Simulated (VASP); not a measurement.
# Na2PS (P6/mmm) in VASP: a series of runs

Na2PS is run at these levels: PBE; tasks: single point, relaxation of cell and atoms.

Program: VASP 6.6.1. These are calculated values, not measurements. Logs are shortened: lines on timing, memory, paths and dates and some standing lists are left out, and cuts for length are marked.

## (1) The cell of the first run

It takes space group P6/mmm (No. 191, hexagonal). Conventional cell: a = 3.207 Å, b = 3.207 Å, c = 10.425 Å, α = 90.00°, β = 90.00°, γ = 120.00°. Na (site symmetry 6mm) has 1 S at 2.55 Å and 1 P at 2.66 Å and 6 Na at 3.21 Å within 3.4 Å. Within 3.5 Å of P (site symmetry 6/mmm) lie 2 Na at 2.66 Å and 6 P at 3.21 Å. Within 3.4 Å of S (site symmetry 6/mmm) lie 2 Na at 2.55 Å and 6 S at 3.21 Å.

The cell was generated, and may not be a known phase.

## (2) Single point, PBE

Input file INCAR:

```
PREC = Accurate
ENCUT = 520
EDIFF = 1E-6
ISMEAR = 0
SIGMA = 0.1
LREAL = False
LASPH = True
NELM = 80
ALGO = Fast
ISIF = 2
LWAVE = False
LCHARG = True
GGA = PE
LELF = True
LVHAR = True
NBANDS = 20
```

Input file KPOINTS:

```
Automatic mesh
0
Gamma
  6 6 4
```

Input file POSCAR:

```
Na2PS
1.0
    3.2069259424     -0.0000000016      0.0000000000
   -1.6034629698      2.7772793350      0.0000000000
    0.0000000000      0.0000000000     10.4249222816
Na P S
2 1 1
Direct
    0.0000000000      0.0000000000      0.7446610324
    0.0000000000      0.0000000000      0.2553389676
    0.0000000000      0.0000000000      0.0000000000
    0.0000000000      0.0000000000      0.5000000000
```

Potentials or basis: VASP PAW PBE potentials, release 64 (Na_pv, P, S).

Command:

```bash
$ cat potpaw_PBE.64/Na_pv/POTCAR potpaw_PBE.64/P/POTCAR potpaw_PBE.64/S/POTCAR > POTCAR
$ mpirun -np 1 vasp_std > vasp.out
```

OUTCAR:

```text
PREC = Accurate
   ENCUT = 520
   EDIFF = 1E-6
   ISMEAR = 0
   LREAL = False
   LASPH = True
   NELM = 80
   ISIF = 2
   GGA = PE

 ion  position               nearest neighbor table
   1  0.000  0.000  0.745-   4 2.55   3 2.66
   2  0.000  0.000  0.255-   4 2.55   3 2.66
   3  0.000  0.000  0.000-   1 2.66   2 2.66
   4  0.000  0.000  0.500-   1 2.55   2 2.55

  LATTYP: Found a hexagonal cell.
 ALAT       =     3.2069259424
 C/A-ratio  =     3.2507524242

  Lattice vectors:

 A1 = (   3.2069259424,  -0.0000000016,   0.0000000000)
 A2 = (  -1.6034629698,   2.7772793350,   0.0000000000)
 A3 = (   0.0000000000,   0.0000000000,  10.4249222816)

Analysis of symmetry for initial positions (statically):
=====================================================================
 Subroutine PRICEL returns:
 Original cell was already a primitive cell.

 Routine SETGRP: Setting up the symmetry group for a
 hexagonal supercell.

 Subroutine GETGRP returns: Found 24 space group operations
 (whereof 24 operations were pure point group operations)
 out of a pool of 24 trial point group operations.

The static configuration has the point symmetry D_6h.

Analysis of symmetry for dynamics (positions and initial velocities):
=====================================================================
 Subroutine PRICEL returns:
 Original cell was already a primitive cell.

 Routine SETGRP: Setting up the symmetry group for a
 hexagonal supercell.

 Subroutine GETGRP returns: Found 24 space group operations
 (whereof 24 operations were pure point group operations)
 out of a pool of 24 trial point group operations.

The dynamic configuration has the point symmetry D_6h.

 Subroutine INISYM returns: Found 24 space group operations
 (whereof 24 operations are pure point group operations),
 and found     1 'primitive' translations

----------------------------------------------------------------------------------------

                                     Primitive cell

  volume of cell :      92.8499

  direct lattice vectors                    reciprocal lattice vectors
     3.206925942 -0.000000002  0.000000000     0.311825099  0.180032305  0.000000000
    -1.603462970  2.777279335  0.000000000     0.000000000  0.360064610  0.000000000
     0.000000000  0.000000000 10.424922282     0.000000000  0.000000000  0.095923977

  length of vectors
     3.206925942  3.206925942 10.424922282     0.360064610  0.360064610  0.095923977

  position of ions in fractional coordinates (direct lattice)
     0.000000000  0.000000000  0.744661032
     0.000000000  0.000000000  0.255338968
     0.000000000  0.000000000  0.000000000
     0.000000000  0.000000000  0.500000000

  ion indices of the primitive-cell ions
   primitive index   ion index
                 1           1
                 2           2
                 3           3
                 4           4

----------------------------------------------------------------------------------------

 KPOINTS: Automatic mesh

Automatic generation of k-mesh.
 Grid dimensions read from file:
 generate k-points for:    6    6    4

 Generating k-lattice:

  Cartesian coordinates                     Fractional coordinates (reciprocal lattice)
     0.051970850  0.030005384  0.000000000     0.166666667  0.000000000  0.000000000
     0.000000000  0.060010768  0.000000000     0.000000000  0.166666667  0.000000000
     0.000000000  0.000000000  0.023980994     0.000000000  0.000000000  0.250000000

  Length of vectors
     0.060010768  0.060010768  0.023980994

  Shift w.r.t. Gamma in fractional coordinates (k-lattice)
     0.000000000  0.000000000  0.000000000

 Subroutine IBZKPT returns following result:
 ===========================================

 Found     21 irreducible k-points:

 Following reciprocal coordinates:
            Coordinates               Weight
  0.000000  0.000000  0.000000      1.000000
  0.166667 -0.000000  0.000000      6.000000
  0.333333 -0.000000  0.000000      6.000000
  0.500000  0.000000  0.000000      3.000000
  0.166667  0.166667  0.000000      6.000000
  0.333333  0.166667  0.000000     12.000000
[... 13 lines left out ...]
  0.333333  0.166667  0.500000     12.000000
  0.333333  0.333333  0.500000      2.000000
   k-points           NKPTS =     21   k-points in BZ     NKDIM =     21   number of bands    NBANDS=     20
   number of dos      NEDOS =    301   number of ions     NIONS =      4
   total plane-waves  NPLWV =  46080
   dimension x,y,z NGX =    24 NGY =   24 NGZ =   80
   dimension x,y,z NGXF=    48 NGYF=   48 NGZF=  160
   ions per type =               2   1   1
   NGX,Y,Z   is equivalent  to a cutoff of  12.44, 12.44, 12.76 a.u.
   NGXF,Y,Z  is equivalent  to a cutoff of  24.88, 24.88, 25.52 a.u.
 SYSTEM =  unknown system
   PREC   = accura    normal or accurate (medium, high low for compatibility)
   ISTART =      0    job   : 0-new  1-cont  2-samecut
   ICHARG =      2    charge: 1-file 2-atom 10-const
   ISPIN  =      1    spin polarized calculation?
   LNONCOLLINEAR =      F non collinear calculations
   LSORBIT =      F    spin-orbit coupling
   LASPH  =      T    aspherical Exc in radial PAW
   ENCUT  =  520.0 eV  38.22 Ry    6.18 a.u.   5.96  5.96 19.38*2*pi/ulx,y,z
   NELM   =     80;   NELMIN=  2; NELMDL= -5     # of ELM steps
   EDIFF  = 0.1E-05   stopping-criterion for ELM
   LREAL  =      F    real-space projection
   EDIFFG = 0.1E-04   stopping-criterion for IOM
   NSW    =      0    number of steps for IOM
   IBRION =     -1    ionic relax: 0-MD 1-quasi-New 2-CG
   NFREE  =      0    steps in history (QN), initial steepest desc. (CG)
   ISIF   =      2    stress and relaxation
   ISYM   =      2    0-nonsym 1-usesym 2-fastsym
   POTIM  = 0.5000    time-step for ionic-motion
   TEBEG  =    0.0;   TEEND  =   0.0 temperature during run
   PSTRESS=    0.0 pullay stress
   NELECT =      25.0000    total number of electrons
   NUPDOWN=      -1.0000    fix difference up-down
   EMIN   =  10.00;   EMAX   =-10.00  energy-range for DOS
   EFERMI =   0.00;   METHOD = LEGACY
   ISMEAR =     0;   SIGMA  =   0.10  broadening in eV -4-tet -1-fermi 0-gaus
   EFERMI_NEDOS =   21; number of points for ismear=-14 and -15
   IALGO  =     68    algorithm
   IMIX   =      4    mixing-type and parameters
     AMIX     =   0.40;   BMIX     =  1.00
     AMIX_MAG =   1.60;   BMIX_MAG =  1.00
  volume/ion in A,a.u.               =      23.21       156.65
  Fermi-wavevector in a.u.,A,eV,Ry     =   1.057128  1.997683 15.204788  1.117520
  Thomas-Fermi vector in A             =   2.192390
   LORBIT       =      0    0 simple, 1 ext, 2 COOP (PROOUT), +10 PAW based schemes
   GGA     = PE    functional components
   LHFCALC =     F    Hartree Fock is set to
   AEXX    =    0.0000 exact exchange contribution
   IVDW    =     0    specifies the selected vdW correction
   LEPSILON=     F    determine dielectric tensor
   LRPA    =     F    only Hartree local field effects (RPA)
 non-spin polarized calculation
 RMM-DIIS sequential band-by-band and
 Gauss-broadening in eV      SIGMA  =   0.10
  energy-cutoff  :      520.00
  volume of cell :       92.85
 maximum number of plane-waves:      2538
 NGX is ok and might be reduce to    24
   NGX = 11   NGY = 11   NGZ = 39

 number of electron      25.0000013 magnetization

 Free energy of the ion-electron system (eV)
  ---------------------------------------------------
  ext. energy  EPLUGINS =         0.00000000
  ---------------------------------------------------
  free energy    TOTEN  =       -10.83125532 eV

  energy without entropy =      -10.80179582  energy(sigma->0) =      -10.81652557

 E-fermi :   2.6072     XC(G=0):  -8.3825

 val. band max:        2.5778162771   @ k =   0.0000   0.0000   0.2500
 cond. band min:       2.6227909620   @ k =   0.3333   0.1667   0.5000
 fundamental gap:      0.0449746849
 Fermi energy:         2.6072039723

 k-point     1 :       0.0000    0.0000    0.0000
  band No.  band energies     occupation
      1     -22.0318      2.00000
      2     -22.0318      2.00000
      3     -22.0318      2.00000
      4     -22.0318      2.00000
      5     -21.9151      2.00000
      6     -21.9110      2.00000
[... 12 lines left out ...]
     19      12.0210      0.00000
     20      12.4188      0.00000

 k-point     2 :       0.1667   -0.0000    0.0000
  band No.  band energies     occupation
      1     -22.0620      2.00000
      2     -22.0620      2.00000
      3     -22.0387      2.00000
      4     -22.0386      2.00000
      5     -21.9099      2.00000
      6     -21.9061      2.00000
[... 12 lines left out ...]
     19      11.5307      0.00000
     20      12.1766      0.00000

 k-point     3 :       0.3333   -0.0000    0.0000
  band No.  band energies     occupation
      1     -22.1218      2.00000
      2     -22.1217      2.00000
      3     -22.0523      2.00000
      4     -22.0523      2.00000
      5     -21.8996      2.00000
      6     -21.8964      2.00000
[... 12 lines left out ...]
     19       9.6075      0.00000
     20       9.9595      0.00000

 k-point     4 :       0.5000    0.0000    0.0000
  band No.  band energies     occupation
      1     -22.1513      2.00000
      2     -22.1512      2.00000
      3     -22.0592      2.00000
      4     -22.0591      2.00000
      5     -21.8945      2.00000
      6     -21.8915      2.00000
[... 360 lines left out ...]
 k-point    20 :       0.3333    0.1667    0.5000
  band No.  band energies     occupation
      1     -22.1358      2.00000
      2     -22.1357      2.00000
      3     -22.0748      2.00000
      4     -22.0747      2.00000
      5     -21.8936      2.00000
      6     -21.8923      2.00000
[... 12 lines left out ...]
     19       9.6043      0.00000
     20       9.7809      0.00000

 k-point    21 :       0.3333    0.3333    0.5000
  band No.  band energies     occupation
      1     -22.1144      2.00000
      2     -22.1144      2.00000
      3     -22.1144      2.00000
      4     -22.1144      2.00000
      5     -21.8911      2.00000
      6     -21.8898      2.00000
[... 12 lines left out ...]
     19      10.7274      0.00000
     20      10.7903      0.00000

------------------------ aborting loop because EDIFF is reached ----------------------------------------

  FORCE on cell =-STRESS in cart. coord.  units (eV):
  Direction    XX          YY          ZZ          XY          YZ          ZX
  --------------------------------------------------------------------------------------
  -------------------------------------------------------------------------------------
  Total       -0.0350054     -0.0350054      0.2508898     -0.0000000     -0.0000000      0.0000000
  in kB       -0.6040384     -0.6040384      4.3292468     -0.0000000     -0.0000000      0.0000000
  external PRESSURE =       1.0403900 kB  Pullay stress =       0.0000000 kB

 VOLUME and BASIS-vectors are now :
 -----------------------------------------------------------------------------
  energy-cutoff  :      520.00
  volume of cell :       92.85
      direct lattice vectors                 reciprocal lattice vectors
     3.206925942 -0.000000002  0.000000000     0.311825099  0.180032305  0.000000000
    -1.603462970  2.777279335  0.000000000     0.000000000  0.360064610  0.000000000
     0.000000000  0.000000000 10.424922282     0.000000000  0.000000000  0.095923977

 POSITION                                       TOTAL-FORCE (eV/Angst)
 -----------------------------------------------------------------------------------
      0.00000      0.00000      7.76303        -0.000000      0.000000      0.002356
      0.00000      0.00000      2.66189         0.000000     -0.000000     -0.002356
      0.00000      0.00000      0.00000        -0.000000      0.000000      0.000000
      0.00000      0.00000      5.21246        -0.000000      0.000000      0.000000
 -----------------------------------------------------------------------------------
    total drift:                                0.000000      0.000000     -0.000000

  FREE ENERGIE OF THE ION-ELECTRON SYSTEM (eV)
  ---------------------------------------------------
  free  energy   TOTEN  =       -10.8312553225 eV

  energy  without entropy=      -10.8017958205  energy(sigma->0) =      -10.81652557
```

Wall time 93 s (1 thread of Oxide Virtual Turin-like, shared host); peak memory 0.18 GiB.

Results:

```yaml
Free_energy: -10.8313 eV
Pressure: 0.1 GPa
Band_gap_on_the_k_mesh: zero (an odd number of electrons rules out a gap without spin polarisation)
```

Forces on the atoms (eV/Å):
```
Na   0.000  0.000  0.002
Na   0.000  0.000 -0.002
P    0.000  0.000  0.000
S    0.000  0.000  0.000
```

Stress tensor (GPa, compression positive):
```
-0.06  0.00  0.00
 0.00 -0.06  0.00
 0.00  0.00  0.43
```

Levels at points of the mesh, in eV from the Fermi level:
```csv
k point,band 10,band 11,band 12,band 13,band 14,band 15
"(0.00, 0.00, 0.00)",-2.92,-0.45,1.29,1.29,2.48,3.39
"(0.50, 0.00, 0.00)",-3.55,-1.91,-0.59,0.09,1.68,2.09
"(0.00, 0.00, 0.50)",-3.48,0.76,1.05,1.29,1.29,3.39
"(0.50, 0.00, 0.50)",-3.55,-1.86,-0.67,0.09,1.68,2.55
```

Caveat: the k points lie up to 0.38 Å⁻¹ apart, too coarse for converged energies and pressures of a metal; an odd number of electrons without spin polarisation forces a metal; a magnetic or distorted state may lie lower.

(Part 1 of 3 ends here.)

The gap in the log of VASP goes by the Fermi energy; the results here count the filled bands.